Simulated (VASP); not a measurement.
Here is a VASP 6.6.1 calculation.

The input INCAR:

```
PREC = Accurate
ENCUT = 520
EDIFF = 1E-6
ISMEAR = 0
SIGMA = 0.05
LREAL = Auto
LASPH = True
NELM = 80
ALGO = Normal
ISIF = 2
LWAVE = False
LCHARG = False
LDIPOL = True
IDIPOL = 3
DIPOL = 0.5 0.5 0.343
GGA = CA
NBANDS = 164
KPAR = 2
NCORE = 2
```

File KPOINTS:

```
regular mesh
0
Gamma
  3 3 1
```

POSCAR

```
Ge5H2
1.0
    7.9504584305      0.0000000000      0.0000000000
    0.0000000000      7.9504584305      0.0000000000
    0.0000000000      0.0000000000     19.3782629924
Ge H
20 8
Direct
    0.5000000000      0.5000000000      0.2531929680
    0.5000000000      0.0000000000      0.2531929680
    0.0000000000      0.5000000000      0.2531929680
    0.0000000000      0.0000000000      0.2531929680
    0.7500000000      0.5000000000      0.3257204060
    0.7500000000      0.0000000000      0.3257204060
    0.2500000000      0.5000000000      0.3257204060
    0.2500000000      0.0000000000      0.3257204060
    0.7573373797      0.7489840874      0.4017824640
    0.7573373797      0.2510159126      0.4017824640
    0.2364332314      0.7483871705      0.3959686183
    0.2364332314      0.2516128295      0.3959686183
    0.0063740448      0.7441182663      0.4799804311
    0.0063740448      0.2558817337      0.4799804311
    0.4957371578      0.7482927961      0.4725859021
    0.4957371578      0.2517072039      0.4725859021
    0.0590394872      0.0000000000      0.5518790661
    0.0583062128      0.5000000000      0.5630255760
    0.3488521228      0.0000000000      0.5098540224
    0.3489897290      0.5000000000      0.5137783181
    0.5090621173      0.6542935074      0.2055986752
    0.5090621173      0.3457064926      0.2055986752
    0.5090621173      0.1542935074      0.2055986752
    0.5090621173     -0.1542935074      0.2055986752
   -0.0090621173      0.3457064926      0.2055986752
   -0.0090621173      0.6542935074      0.2055986752
   -0.0090621173     -0.1542935074      0.2055986752
   -0.0090621173      0.1542935074      0.2055986752
```

Potentials or basis: VASP PAW LDA potentials, release 64 (Ge_d, H).

The run is started by

```bash
$ cat potpaw_LDA.64/Ge_d/POTCAR potpaw_LDA.64/H/POTCAR > POTCAR
$ mpirun -np 4 vasp_std > vasp.out
```

(1) Estimate the band gap on the k mesh.

(2) What does it give for the largest force?

## Answers

(1) 0.40 eV.

(2) 0.761 eV/Å.
